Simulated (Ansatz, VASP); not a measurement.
## SiO2: VASP beside Ansatz

```
CELL_PARAMETERS angstrom
4.01191 0.00000 0.00000
0.00000 4.01191 0.00000
0.00000 0.00000 2.76340
ATOMIC_POSITIONS crystal
Si 0.50000 0.50000 0.50000
Si 0.00000 0.00000 0.00000
O 0.69443 0.69443 0.00000
O 0.19443 0.80557 0.50000
O 0.30557 0.30557 0.00000
O 0.80557 0.19443 0.50000
```

Alike in both runs: task single point; functional LDA; k mesh 6 × 6 × 10; occupations gaussian, width 0.05 eV; no spin polarisation.

```csv
,VASP,Ansatz
version,VASP 6.6.1,Ansatz 0.2.0
potentials or method,"VASP PAW LDA potentials, release 64 (Si, O), cutoff 520 eV","scalar-relativistic, plane waves, PAW"
valence electrons in the cell,32,32
```

```csv
,VASP,Ansatz,Ansatz less VASP
gap on the k mesh at the Fermi level (eV),5.57,5.61,+0.047
least direct gap on the mesh (eV),5.57,5.61,+0.047
pressure (GPa),10.7,9.5,-1.14
"traceless stress, the component that is largest in VASP (GPa)",-21.35,-21.67,-0.321
rms of the force components (eV/Å),0.229,0.228,-0.0011
```

Ansatz warns that its potentials were made for another functional, while VASP's fit it. LDA's correlation is that of Perdew and Zunger in VASP and of Perdew and Wang (1992) in Ansatz. Atom by atom the forces differ by 0.001 eV/Å (rms over components).
